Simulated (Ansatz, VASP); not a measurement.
**One calculation of Ru, two programs**

```
CELL_PARAMETERS angstrom
2.67753 0.00000 0.00000
-1.33877 2.31881 0.00000
0.00000 0.00000 4.21813
ATOMIC_POSITIONS crystal
Ru 0.33333 0.66667 0.25000
Ru 0.66667 0.33333 0.75000
```

Alike in both runs: task single point; functional LDA; k mesh 13 × 13 × 8; occupations fermi-dirac, width 0.1 eV; no spin polarisation.

```csv
,VASP,Ansatz
version,VASP 6.6.1,Ansatz 0.2.0
potentials or method,"VASP PAW LDA potentials, release 64 (Ru_sv), cutoff 560 eV","plane waves (600 eV) with PAW, scalar-relativistic"
valence electrons in the cell,32,32
```

Ansatz gave:

* pressure (GPa): 0.0

Q: Estimate VASP's values.

A: Pressure (GPa): 0.6.

Ansatz warns that its potentials were made for another functional, while VASP's fit it. LDA's correlation is that of Perdew and Zunger in VASP and of Perdew and Wang (1992) in Ansatz.
